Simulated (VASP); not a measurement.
# Bi (Im-3m) in VASP: settings compared

Aim: see how the results for Bi move with the level of theory and the settings. Levels: PBEsol, LDA, PBE. Tasks: elastic constants.

Program: VASP 6.6.1. These are calculated values, not measurements. Logs are shortened: lines on timing, memory, paths and dates and some standing lists are left out, and cuts for length are marked.

**1. The cell of the first run**

The structure is cubic, space group Im-3m (No. 229). The conventional cell has a = 3.963 Å, b = 3.963 Å, c = 3.963 Å, α = 90.00°, β = 90.00°, γ = 90.00°. Within 4.5 Å of Bi (site symmetry m-3m) lie 14 Bi at 3.43 to 3.96 Å.

**2. Elastic constants, PBEsol**

Input file INCAR:

```
SYSTEM = Bi
ALGO = Fast
EDIFF = 1E-8
ENCUT = 600
GGA = PS
IBRION = 6
ISIF = 3
ISMEAR = -1
LASPH = .TRUE.
LCHARG = .FALSE.
LREAL = .FALSE.
LWAVE = .FALSE.
NBANDS = 14
NELM = 100
NFREE = 2
NSW = 1
POTIM = 0.015
PREC = Accurate
SIGMA = 0.05
```

Input file KPOINTS:

```
k-points
0
G
  7 7 7
  0 0 0
```

Input file POSCAR:

```
Bi
1.0
   -1.9814305318      1.9814305318      1.9814305318
    1.9814305318     -1.9814305318      1.9814305318
    1.9814305318      1.9814305318     -1.9814305318
Bi
1
Direct
    0.0000000000      0.0000000000      0.0000000000
```

Potentials or basis: VASP PAW PBE potentials, release 64 (Bi_d).

Launch:

```bash
> cat potpaw_PBE.64/Bi_d/POTCAR > POTCAR
> mpirun -np 1 vasp_std > vasp.out
```

OUTCAR:

```text
SYSTEM = Bi
   EDIFF = 1E-8
   ENCUT = 600
   GGA = PS
   IBRION = 6
   ISIF = 3
   ISMEAR = -1
   LASPH = .TRUE.
   LREAL = .FALSE.
   NELM = 100
   NFREE = 2
   NSW = 1
   POTIM = 0.015
   PREC = Accurate

 ion  position               nearest neighbor table
   1  0.000  0.000  0.000-

  LATTYP: Found a body centered cubic cell.
 ALAT       =     3.9628610636

  Lattice vectors:

 A1 = (  -1.9814305318,   1.9814305318,   1.9814305318)
 A2 = (   1.9814305318,  -1.9814305318,   1.9814305318)
 A3 = (   1.9814305318,   1.9814305318,  -1.9814305318)

Analysis of symmetry for initial positions (statically):
=====================================================================
 Subroutine PRICEL returns:
 Original cell was already a primitive cell.

 Routine SETGRP: Setting up the symmetry group for a
 body centered cubic supercell.

 Subroutine GETGRP returns: Found 48 space group operations
 (whereof 48 operations were pure point group operations)
 out of a pool of 48 trial point group operations.

The static configuration has the point symmetry O_h .

Analysis of symmetry for dynamics (positions and initial velocities):
=====================================================================
 Subroutine PRICEL returns:
 Original cell was already a primitive cell.

 Routine SETGRP: Setting up the symmetry group for a
 body centered cubic supercell.

 Subroutine GETGRP returns: Found 48 space group operations
 (whereof 48 operations were pure point group operations)
 out of a pool of 48 trial point group operations.

The dynamic configuration has the point symmetry O_h .

 Subroutine INISYM returns: Found 48 space group operations
 (whereof 48 operations are pure point group operations),
 and found     1 'primitive' translations

----------------------------------------------------------------------------------------

                                     Primitive cell

  volume of cell :      31.1169

  direct lattice vectors                    reciprocal lattice vectors
    -1.981430532  1.981430532  1.981430532     0.000000000  0.252342937  0.252342937
     1.981430532 -1.981430532  1.981430532     0.252342937  0.000000000  0.252342937
     1.981430532  1.981430532 -1.981430532     0.252342937  0.252342937  0.000000000

  length of vectors
     3.431938353  3.431938353  3.431938353     0.356866804  0.356866804  0.356866804

  position of ions in fractional coordinates (direct lattice)
     0.000000000  0.000000000  0.000000000

  ion indices of the primitive-cell ions
   primitive index   ion index
                 1           1

----------------------------------------------------------------------------------------

 KPOINTS: k-points

Automatic generation of k-mesh.
 Grid dimensions read from file:
 generate k-points for:    7    7    7

 Generating k-lattice:

  Cartesian coordinates                     Fractional coordinates (reciprocal lattice)
     0.000000000  0.036048991  0.036048991     0.142857143  0.000000000  0.000000000
     0.036048991  0.000000000  0.036048991     0.000000000  0.142857143  0.000000000
     0.036048991  0.036048991  0.000000000     0.000000000  0.000000000  0.142857143

  Length of vectors
     0.050980972  0.050980972  0.050980972

  Shift w.r.t. Gamma in fractional coordinates (k-lattice)
     0.000000000  0.000000000  0.000000000

 Subroutine IBZKPT returns following result:
[... 63 lines left out ...]
     AMIX     =   0.40;   BMIX     =  1.00
     AMIX_MAG =   1.60;   BMIX_MAG =  1.00
  volume/ion in A,a.u.               =      31.12       209.99
  Fermi-wavevector in a.u.,A,eV,Ry     =   1.283630  2.425708 22.418388  1.647705
  Thomas-Fermi vector in A             =   2.415871
   LORBIT       =      0    0 simple, 1 ext, 2 COOP (PROOUT), +10 PAW based schemes
   GGA     = PS    functional components
   LHFCALC =     F    Hartree Fock is set to
   AEXX    =    0.0000 exact exchange contribution
   IVDW    =     0    specifies the selected vdW correction
   LEPSILON=     F    determine dielectric tensor
   LRPA    =     F    only Hartree local field effects (RPA)
 finite differences with symmetry
 non-spin polarized calculation
 RMM-DIIS sequential band-by-band and
  energy-cutoff  :      600.00
  volume of cell :       31.12
 maximum number of plane-waves:      1055
   NGX = 13   NGY = 13   NGZ = 13

--------------------------------------- Ionic step        1  -------------------------------------------

 number of electron      14.9999994 magnetization

 Free energy of the ion-electron system (eV)
  ---------------------------------------------------
  ext. energy  EPLUGINS =         0.00000000
  ---------------------------------------------------
  free energy    TOTEN  =        -4.17759370 eV

  energy without entropy =       -4.16901530  energy(sigma->0) =       -4.17330450

------------------------ aborting loop because EDIFF is reached ----------------------------------------

  FORCE on cell =-STRESS in cart. coord.  units (eV):
  Direction    XX          YY          ZZ          XY          YZ          ZX
  --------------------------------------------------------------------------------------
  -------------------------------------------------------------------------------------
  Total       -0.1958959     -0.1958959     -0.1958959      0.0000000      0.0000000      0.0000000
  in kB      -10.0864748    -10.0864748    -10.0864748      0.0000000      0.0000000      0.0000000
  external PRESSURE =     -10.0864748 kB  Pullay stress =       0.0000000 kB
[... 86 lines left out ...]
  FREE ENERGIE OF THE ION-ELECTRON SYSTEM (eV)
  ---------------------------------------------------
  free  energy   TOTEN  =        -4.1791839683 eV

  energy  without entropy=       -4.1711634931  energy(sigma->0) =       -4.17517373

[... ionic steps 4 to 12 ...]

--------------------------------------- Ionic step       13  -------------------------------------------

 number of electron      14.9999995 magnetization

------------------------ aborting loop because EDIFF is reached ----------------------------------------
[... 65 lines left out ...]
--------------------------------------- Ionic step       15  -------------------------------------------

 number of electron      14.9999997 magnetization

 Free energy of the ion-electron system (eV)
  ---------------------------------------------------
  ext. energy  EPLUGINS =         0.00000000
  ---------------------------------------------------
  free energy    TOTEN  =        -4.17759807 eV

  energy without entropy =       -4.16901967  energy(sigma->0) =       -4.17330887

 E-fermi :   7.6913     XC(G=0): -10.4368

 val. band max:        7.6615305265   @ k =  -0.4286   0.4286   0.2857
 cond. band min:       7.9188201350   @ k =  -0.2857   0.2857   0.2857
 fundamental gap:      0.2572896085
 Fermi energy:         7.6912860997

 k-point     1 :       0.0000    0.0000    0.0000
  band No.  band energies     occupation
      1     -15.1815      2.00000
      2     -15.1815      2.00000
      3     -15.1815      2.00000
      4     -15.0510      2.00000
      5     -15.0510      2.00000
      6      -5.7793      2.00000
      7      12.8706      0.00000
      8      12.8706      0.00000
      9      12.8706      0.00000
     10      16.8508      0.00000
     11      18.2231      0.00000
     12      18.2231      0.00000
     13      18.2231      0.00000
     14      19.4445      0.00000
[... 349 lines left out ...]
  FREE ENERGIE OF THE ION-ELECTRON SYSTEM (eV)
  ---------------------------------------------------
  free  energy   TOTEN  =        -4.1775980743 eV

  energy  without entropy=       -4.1690196688  energy(sigma->0) =       -4.17330887

 INTERNAL STRAIN TENSORS FROM STRAINED CELLS
 ============================================

 INTERNAL STRAIN TENSOR FOR ION    1 for displacements in x,y,z  (eV/Angst):
          X           Y           Z          XY          YZ          ZX
  --------------------------------------------------------------------------------
  x    -0.00000     0.00000     0.00000    -0.00000     0.00000     0.00000
  y     0.00000     0.00000    -0.00000    -0.00000     0.00000    -0.00000
  z     0.00000     0.00000     0.00000     0.00000     0.00000    -0.00000

 INTERNAL STRAIN TENSORS FROM DISPLACED ATOMS
 ============================================

 INTERNAL STRAIN TENSOR FOR ION    1 for displacements in x,y,z  (eV/Angst):
          X           Y           Z          XY          YZ          ZX
  --------------------------------------------------------------------------------
  x     0.00000     0.00000     0.00000     0.00000     0.00000     0.00000
  y     0.00000     0.00000     0.00000     0.00000     0.00000     0.00000
  z     0.00000     0.00000     0.00000     0.00000     0.00000     0.00000

 Eigenvectors and eigenvalues of the dynamical matrix
 ----------------------------------------------------

   1 f  =    0.000000 THz     0.000000 2PiTHz    0.000000 cm-1     0.000000 meV
             X         Y         Z           dx          dy          dz
      0.000000  0.000000  0.000000     1.000000    0.000000    0.000000

   2 f  =    0.000000 THz     0.000000 2PiTHz    0.000000 cm-1     0.000000 meV
             X         Y         Z           dx          dy          dz
      0.000000  0.000000  0.000000     0.000000    1.000000    0.000000

   3 f  =    0.000000 THz     0.000000 2PiTHz    0.000000 cm-1     0.000000 meV
             X         Y         Z           dx          dy          dz
      0.000000  0.000000  0.000000     0.000000    0.000000    1.000000

--------------------------------------------------------------------------------------------------------

 ELASTIC MODULI CONTR FROM IONIC RELAXATION (kBar)
 Direction    XX          YY          ZZ          XY          YZ          ZX
 --------------------------------------------------------------------------------
 XX           0.0000      0.0000      0.0000      0.0000      0.0000      0.0000
 YY           0.0000      0.0000      0.0000      0.0000      0.0000      0.0000
 ZZ           0.0000      0.0000      0.0000      0.0000      0.0000      0.0000
 XY           0.0000      0.0000      0.0000      0.0000      0.0000      0.0000
 YZ           0.0000      0.0000      0.0000      0.0000      0.0000      0.0000
 ZX           0.0000      0.0000      0.0000      0.0000      0.0000      0.0000
 --------------------------------------------------------------------------------

 TOTAL ELASTIC MODULI (kBar)
 Direction    XX          YY          ZZ          XY          YZ          ZX
 --------------------------------------------------------------------------------
 XX         600.2179    542.0667    542.0667     -0.0000     -0.0000      0.0000
 YY         542.0667    600.2179    542.0667      0.0000      0.0000     -0.0000
 ZZ         542.0667    542.0667    600.2179     -0.0000      0.0000     -0.0000
 XY          -0.0000      0.0000     -0.0000    -39.0877      0.0000      0.0000
 YZ          -0.0000      0.0000      0.0000      0.0000    -39.0877      0.0000
 ZX           0.0000     -0.0000     -0.0000      0.0000      0.0000    -39.0877
 --------------------------------------------------------------------------------
```

Run time: 9.5 min. Hardware: 1 thread of Intel Xeon Platinum 8375C at 2.90GHz (Ice Lake), shared host; peak memory 0.23 GiB.

What came out:

* Elastic constants C11, C12, C44: 60, 54, -4 GPa
* Voigt bulk modulus: 56 GPa

Elastic tensor in Voigt notation (GPa, in the Cartesian axes of the cell as first typed):
```
60 54 54  0  0  0
54 60 54  0  0  0
54 54 60  0  0  0
 0  0  0 -4  0  0
 0  0  0  0 -4  0
 0  0  0  0  0 -4
```

Clamped-ion elastic tensor (GPa):
```
60 54 54  0  0  0
54 60 54  0  0  0
54 54 60  0  0  0
 0  0  0 -4  0  0
 0  0  0  0 -4  0
 0  0  0  0  0 -4
```

Caveat: the cell is under stress, which shifts elastic constants; the elastic tensor has a negative eigenvalue, so either the cell is unstable as it stands or the mesh is too thin; the PAW data sets were made with another functional, which shifts forces and pressure a little; spin-orbit coupling is left out, which moves the levels of the heavy elements.

**3. Elastic constants, LDA**

Input file INCAR:

```
PREC = Accurate
ENCUT = 600
EDIFF = 1E-8
ISMEAR = -1
SIGMA = 0.05
LREAL = F
LASPH = T
NELM = 100
ALGO = Fast
ISIF = 3
LWAVE = F
LCHARG = T
NBANDS = 14
IBRION = 6
NFREE = 2
POTIM = 0.015
NSW = 1
```

Input file KPOINTS:

```
Automatic mesh
0
Gamma
  7 7 7
```

POSCAR is that of step 2.

Potentials or basis: VASP PAW LDA potentials, release 64 (Bi_d).

Launch:

```bash
> cat potpaw_LDA.64/Bi_d/POTCAR > POTCAR
> mpirun -np 1 vasp_std > vasp.out
```

It took 4.8 min on 1 thread of Intel Xeon 6975P-C, shared host; peak memory 0.21 GiB.

It converged, with:

| Property | Result |
| --- | --- |
| Elastic constants C11, C12, C44 | 58, 54, -5 GPa |
| Voigt bulk modulus | 55 GPa |

Elastic tensor in Voigt notation (GPa, in the Cartesian axes of the cell as first typed):
```
58 54 54  0  0  0
54 58 54  0  0  0
54 54 58  0  0  0
 0  0  0 -5  0  0
 0  0  0  0 -5  0
 0  0  0  0  0 -5
```

Clamped-ion elastic tensor (GPa):
```
58 54 54  0  0  0
54 58 54  0  0  0
54 54 58  0  0  0
 0  0  0 -5  0  0
 0  0  0  0 -5  0
 0  0  0  0  0 -5
```

Caveat: the cell is under stress, which shifts elastic constants; the elastic tensor has a negative eigenvalue, so either the cell is unstable as it stands or the mesh is too thin; spin-orbit coupling is left out, which moves the levels of the heavy elements.

**4. Elastic constants, PBE**

Input file INCAR:

```
SYSTEM = Bi
  PREC = Accurate
  ENCUT = 600
  EDIFF = 1E-8
  ISMEAR = -1
  SIGMA = 0.05
  LREAL = .FALSE.
  LASPH = .TRUE.
  NELM = 60
  ALGO = Fast
  ISIF = 3
  LWAVE = .FALSE.
  LCHARG = .TRUE.
  GGA = PE
  NBANDS = 14
  IBRION = 6
  NFREE = 2
  POTIM = 0.015
  NSW = 1
```

Input file KPOINTS:

```
Automatic mesh
0
G
  7 7 7
  0 0 0
```

POSCAR is that of step 3.

Potentials or basis: VASP PAW PBE potentials, release 64 (Bi_d).

Launch:

```bash
> cat potpaw_PBE.64/Bi_d/POTCAR > POTCAR
> mpirun -np 1 vasp_std > vasp.out
```

Run time: 10 min. Hardware: 1 thread of Intel Xeon Platinum 8488C (Sapphire Rapids), shared host; peak memory 0.23 GiB.

Results (log left out):

| Property | Result |
| --- | --- |
| Elastic constants C11, C12, C44 | 62, 57, -2 GPa |
| Voigt bulk modulus | 59 GPa |

Elastic tensor in Voigt notation (GPa, in the Cartesian axes of the cell as first typed):
```
62 57 57  0  0  0
57 62 57  0  0  0
57 57 62  0  0  0
 0  0  0 -2  0  0
 0  0  0  0 -2  0
 0  0  0  0  0 -2
```

Clamped-ion elastic tensor (GPa):
```
62 57 57  0  0  0
57 62 57  0  0  0
57 57 62  0  0  0
 0  0  0 -2  0  0
 0  0  0  0 -2  0
 0  0  0  0  0 -2
```

Caveat: the cell is under stress, which shifts elastic constants; the elastic tensor has a negative eigenvalue, so either the cell is unstable as it stands or the mesh is too thin; spin-orbit coupling is left out, which moves the levels of the heavy elements.

**5. Elastic constants, LDA**

Input file INCAR:

```
ALGO     = Normal         # electronic algorithm
EDIFF    = 1E-8           # SCF threshold, eV
ENCUT    = 600            # plane-wave cutoff, eV
GGA      = CA             # functional
IBRION   = 6              # ionic algorithm
ISIF     = 3              # what is computed and relaxed
ISMEAR   = -1             # smearing method
LASPH    = T              # aspherical terms in the spheres
LCHARG   = F              # write CHGCAR
LREAL    = F              # projectors in reciprocal space
LWAVE    = F              # write WAVECAR
NELM     = 100            # most SCF steps
NFREE    = 2            
NSW      = 1              # ionic steps
POTIM    = 0.015          # step
PREC     = Accurate       # precision mode
SIGMA    = 0.05           # smearing width, eV
```

Input file KPOINTS:

```
k-points
0
Gamma
  7 7 7
```

POSCAR is that of step 4.

Potentials or basis: VASP PAW LDA potentials, release 64 (Bi_d).

Launch:

```bash
> cat potpaw_LDA.64/Bi_d/POTCAR > POTCAR
> mpirun -np 1 vasp_std > vasp.out
```

Wall time 5.1 min (1 thread of Intel Xeon 8259CL, shared host); peak memory 0.21 GiB.

The run converged. Its results:

| Item | Value |
| --- | --- |
| Elastic constants C11, C12, C44 | 58, 54, -6 GPa |
| Voigt bulk modulus | 55 GPa |

Elastic tensor in Voigt notation (GPa, in the Cartesian axes of the cell as first typed):
```
58 54 54  0  0  0
54 58 54  0  0  0
54 54 58  0  0  0
 0  0  0 -6  0  0
 0  0  0  0 -6  0
 0  0  0  0  0 -6
```

Clamped-ion elastic tensor (GPa):
```
58 54 54  0  0  0
54 58 54  0  0  0
54 54 58  0  0  0
 0  0  0 -6  0  0
 0  0  0  0 -6  0
 0  0  0  0  0 -6
```

Caveat: the cell is under stress, which shifts elastic constants; the elastic tensor has a negative eigenvalue, so either the cell is unstable as it stands or the mesh is too thin; spin-orbit coupling is left out, which moves the levels of the heavy elements.
